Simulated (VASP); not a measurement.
Here is a VASP 6.6.1 calculation.

The input POSCAR:

```
Cu
1.0
    2.5341000000      0.0000000000      0.0000000000
   -1.2670500000      2.1945900000      0.0000000000
    0.0000000000      0.0000000000      4.1125700000
Cu
2
Direct
    0.3333333333      0.6666666667      0.2500000000
    0.6666666667      0.3333333333      0.7500000000
```

The input INCAR.step1:

```
PREC = Accurate ; ENCUT = 660
ISMEAR = -1 ; SIGMA = 0.1
LREAL = False ; LASPH = True
NELM = 120 ; NBANDS = 18
GGA = PE ; ALGO = Normal
EDIFF = 1E-5 ; LWAVE = True
LCHARG = False ; GGA_COMPAT = False
```

Contents of INCAR.step2:

```
PREC = Accurate ; ENCUT = 660
EDIFF = 1E-6 ; ISMEAR = -1
SIGMA = 0.1 ; LREAL = False
LASPH = True ; NELM = 120
ALGO = Normal ; ISIF = 2
LWAVE = False ; LCHARG = False
METAGGA = R2SCAN ; LMIXTAU = True
NBANDS = 18 ; ISTART = 1
GGA_COMPAT = False
```

KPOINTS

```
Automatic mesh
0
Gamma
  10 10 6
```

Potentials or basis: VASP PAW PBE potentials, release 64 (Cu).

Launch:

```sh
$ cat potpaw_PBE.64/Cu/POTCAR > POTCAR
$ cp INCAR.step1 INCAR
$ mpirun -np 1 vasp_std > vasp.out
$ cp INCAR.step2 INCAR
$ mpirun -np 1 vasp_std > vasp.out
```

(1) What does it give for the pressure?

(2) Estimate the band gap on the k mesh.

## Answers

(1) 1.0 GPa.

(2) zero (bands 11 and 12 overlap by 5.34 eV).

Caveat: the PAW data sets were made with another functional, which shifts forces and pressure a little.
